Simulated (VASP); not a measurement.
# MgO (P6_3/mmc) in VASP: notebook, part 2 of 2

VASP 6.6.1. Earlier steps stand in the parts before.

## (4) Single point, LDA (functional LDA, strained)

Contents of INCAR:

```
SYSTEM = MgO
PREC = Accurate
ENCUT = 520
EDIFF = 1E-7
ISMEAR = 0
SIGMA = 0.02
LREAL = .False.
LASPH = .True.
NELM = 60
ALGO = Normal
ISIF = 2
LWAVE = .False.
LCHARG = .True.
GGA = CA
LELF = .True.
LVHAR = .True.
NBANDS = 16
```

Contents of KPOINTS:

```
Automatic mesh
0
Gamma
  9 9 6
  0 0 0
```

Contents of POSCAR:

```
MgO
1.0
    3.5182084926      0.0000000000      0.0000000000
   -1.7591042463      3.0468579304      0.0000000000
    0.0000000000      0.0000000000      4.2161867363
Mg O
2 2
Direct
    0.6666666700      0.3333333300      0.7500000000
    0.3333333300      0.6666666700      0.2500000000
    0.6666666700      0.3333333300      0.2500000000
    0.3333333300      0.6666666700      0.7500000000
```

Potentials or basis: VASP PAW LDA potentials, release 64 (Mg, O).

The run is started by

```sh
$ cat potpaw_LDA.64/Mg/POTCAR potpaw_LDA.64/O/POTCAR > POTCAR
$ mpirun -np 1 vasp_std > vasp.out
```

OUTCAR:

```text
SYSTEM = MgO
   PREC = Accurate
   ENCUT = 520
   EDIFF = 1E-7
   ISMEAR = 0
   LREAL = .False.
   LASPH = .True.
   NELM = 60
   ISIF = 2
   GGA = CA

 ion  position               nearest neighbor table
   1  0.667  0.333  0.750-   4 2.03   4 2.03   4 2.03   3 2.11   3 2.11   2 2.93   2 2.93   2 2.93
                             2 2.93   2 2.93   2 2.93
   2  0.333  0.667  0.250-   3 2.03   3 2.03   3 2.03   4 2.11   4 2.11   1 2.93   1 2.93   1 2.93
                             1 2.93   1 2.93   1 2.93
   3  0.667  0.333  0.250-   2 2.03   2 2.03   2 2.03   1 2.11   1 2.11
   4  0.333  0.667  0.750-   1 2.03   1 2.03   1 2.03   2 2.11   2 2.11

  LATTYP: Found a hexagonal cell.
 ALAT       =     3.5182084926
 C/A-ratio  =     1.1983902447

  Lattice vectors:

 A1 = (   3.5182084926,   0.0000000000,   0.0000000000)
 A2 = (  -1.7591042463,   3.0468579304,   0.0000000000)
 A3 = (   0.0000000000,   0.0000000000,   4.2161867363)

Analysis of symmetry for initial positions (statically):
=====================================================================
 Subroutine PRICEL returns:
 Original cell was already a primitive cell.

 Routine SETGRP: Setting up the symmetry group for a
 hexagonal supercell.

[... 171 lines left out ...]
  energy without entropy =      -26.44197334  energy(sigma->0) =      -26.44197334

 E-fermi :   1.6698     XC(G=0): -10.4788

 val. band max:        1.5006266188   @ k =   0.0000   0.0000   0.0000
 cond. band min:       4.6969933533   @ k =   0.0000   0.0000   0.0000
 fundamental gap:      3.1963667344
 Fermi energy:         1.6698140993

 k-point     1 :       0.0000    0.0000    0.0000
  band No.  band energies     occupation
      1     -15.0358      2.00000
      2     -13.6334      2.00000
      3      -2.1065      2.00000
      4      -0.2061      2.00000
      5      -0.2061      2.00000
      6       0.7244      2.00000
[... 433 lines left out ...]
      3      -1.9599      2.00000
      4      -1.2958      2.00000
      5      -1.2958      2.00000
      6       0.3363      2.00000
[... 8 lines left out ...]
     15      15.1837      0.00000
     16      17.4340      0.00000

 [... further k-points ...]
[... 5 lines left out ...]
  --------------------------------------------------------------------------------------
  -------------------------------------------------------------------------------------
  Total       -2.4963095     -2.4963095     -2.5727823      0.0000000      0.0000000      0.0000000
  in kB      -88.4943188    -88.4943188    -91.2052846      0.0000000      0.0000000      0.0000000
  external PRESSURE =     -89.3979741 kB  Pullay stress =       0.0000000 kB

 VOLUME and BASIS-vectors are now :
 -----------------------------------------------------------------------------
  energy-cutoff  :      520.00
  volume of cell :       45.20
      direct lattice vectors                 reciprocal lattice vectors
     3.518208493  0.000000000  0.000000000     0.284235571  0.164103483  0.000000000
    -1.759104246  3.046857930  0.000000000     0.000000000  0.328206967  0.000000000
     0.000000000  0.000000000  4.216186736     0.000000000  0.000000000  0.237181146

 POSITION                                       TOTAL-FORCE (eV/Angst)
 -----------------------------------------------------------------------------------
      1.75910      1.01562      3.16214         0.000000      0.000000      0.000000
     -0.00000      2.03124      1.05405         0.000000     -0.000000      0.000000
      1.75910      1.01562      1.05405         0.000000      0.000000      0.000000
     -0.00000      2.03124      3.16214        -0.000000     -0.000000      0.000000
 -----------------------------------------------------------------------------------
    total drift:                               -0.000004      0.000003     -0.000000

  FREE ENERGIE OF THE ION-ELECTRON SYSTEM (eV)
  ---------------------------------------------------
  free  energy   TOTEN  =       -26.4419733373 eV

  energy  without entropy=      -26.4419733373  energy(sigma->0) =      -26.44197334
```

OSZICAR:

```text
N       E                     dE             d eps       ncg     rms          rms(c)
DAV:   1     0.581535886935E+02    0.58154E+02   -0.76448E+03  1536   0.894E+02
DAV:   2    -0.265934420405E+02   -0.84747E+02   -0.78073E+02  2184   0.195E+02
DAV:   3    -0.304147604625E+02   -0.38213E+01   -0.38125E+01  1712   0.431E+01
DAV:   4    -0.304303299889E+02   -0.15570E-01   -0.15569E-01  1904   0.319E+00
DAV:   5    -0.304304064888E+02   -0.76500E-04   -0.76500E-04  1680   0.211E-01    0.109E+01
DAV:   6    -0.266342702706E+02    0.37961E+01   -0.10178E+01  1624   0.245E+01    0.368E+00
DAV:   7    -0.265142277404E+02    0.12004E+00   -0.19249E-01  1560   0.348E+00    0.206E+00
DAV:   8    -0.264450649891E+02    0.69163E-01   -0.12870E-01  1712   0.339E+00    0.547E-01
DAV:   9    -0.264418245949E+02    0.32404E-02   -0.77459E-03  1776   0.746E-01    0.114E-01
DAV:  10    -0.264419786284E+02   -0.15403E-03   -0.11225E-04  1560   0.916E-02    0.146E-02
DAV:  11    -0.264419750600E+02    0.35684E-05   -0.22022E-05  1992   0.365E-02    0.136E-02
DAV:  12    -0.264419734835E+02    0.15765E-05   -0.30399E-06  1616   0.138E-02    0.337E-03
DAV:  13    -0.264419733465E+02    0.13700E-06   -0.27542E-07  1656   0.459E-03    0.572E-04
DAV:  14    -0.264419733373E+02    0.92207E-08   -0.29497E-09   800   0.490E-04
   1 F= -.26441973E+02 E0= -.26441973E+02  d E =-.193762E-35
```

It took 21 s on 1 thread of Intel Xeon Platinum 8488C (Sapphire Rapids), shared host; peak memory 0.16 GiB.

What came out:

```
Free energy            : -26.4420 eV
Pressure               : -8.9 GPa
Band gap on the k mesh : 3.20 eV, direct
```

Stress tensor (GPa, compression positive):
```
-8.85  0.00  0.00
 0.00 -8.85  0.00
 0.00  0.00 -9.12
```

Caveat: the cell differs from its parent crystal (functional LDA, strained).

## (5) The runs side by side

```tsv
level	potentials or basis	cell	gap on the mesh (eV)	pressure (GPa)
PBEsol	VASP PAW PBE potentials, release 64 (Mg, O)	a = 3.445, b = 3.445, c = 3.878 Å, angles 90.0, 90.0, 120.0°, 4 atoms	3.83	19.3
PBE	VASP PAW PBE potentials, release 64 (Mg, O)	a = 3.459, b = 3.459, c = 4.083 Å, angles 90.0, 90.0, 120.0°, 4 atoms	3.65	10.2
LDA	VASP PAW LDA potentials, release 64 (Mg, O)	a = 3.518, b = 3.518, c = 4.216 Å, angles 90.0, 90.0, 120.0°, 4 atoms	3.20	-8.9
```

Alike in all rows: task single point; no spin polarisation; k mesh 9 × 9 × 6; cutoff (eV) 520; smearing gaussian 0.02 eV.

Caveats: the PAW data sets were made with another functional, which shifts forces and pressure a little (some runs).

Absolute energies hang on the potentials; compare differences alone.
